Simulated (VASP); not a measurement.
Wanted: the native input for a VASP 6.6.1 run.

* Task: single point
* Functional: PBE
* Potentials or basis: VASP PAW PBE potentials, release 64 (Zn, Sn_d, N)
* Cutoff: 520 eV
* k mesh: 6 × 6 × 2
* Occupations: gaussian, width 0.1 eV
* Spin: no spin polarisation
* Dipole correction: no
* Further INCAR settings: ALGO = Normal; EDIFF = 1e-06; NBANDS = 36

The structure of Zn2SnN3 lies in POSCAR:

```
Zn2SnN3
1.0
    3.4400808600      0.0000000000      0.0000000000
   -1.7200404300      2.9791974200      0.0000000000
    0.0000000000      0.0000000000      8.4291532300
Zn Sn N
2 1 3
Direct
    0.3333333300      0.6666666700      0.6638077500
    0.6666666700      0.3333333300      0.3361922500
    0.0000000000      0.0000000000      0.0000000000
    0.3333333300      0.6666666700      0.1732381300
    0.6666666700      0.3333333300      0.8267618700
    0.0000000000      0.0000000000      0.5000000000
```

One way to write it, as run:

INCAR

```
PREC = Accurate
ENCUT = 520
EDIFF = 1E-6
ISMEAR = 0
SIGMA = 0.1
LREAL = F
LASPH = T
NELM = 80
ALGO = Normal
ISIF = 2
LWAVE = F
LCHARG = F
GGA = PE
NBANDS = 36
```

KPOINTS

```
Automatic mesh
0
Gamma
  6 6 2
```

Potentials or basis: VASP PAW PBE potentials, release 64 (Zn, Sn_d, N).

Run with:

```console
$ cat potpaw_PBE.64/Zn/POTCAR potpaw_PBE.64/Sn_d/POTCAR potpaw_PBE.64/N/POTCAR > POTCAR
$ mpirun -np 1 vasp_std > vasp.out
```

It gave:

```yaml
Pressure: -22.8 GPa
Largest_force: 1.237 eV/Å
```

Caveat: the k points lie up to 0.37 Å⁻¹ apart; forces of over 1 eV/Å act on the atoms, so gaps and moduli don't describe the material at rest.

Run time: 44 s on 1 thread of Intel(R) Xeon(R) Platinum 8375C CPU @ 2.90GHz (Ice Lake), on a shared host, peak memory 0.23 GiB.
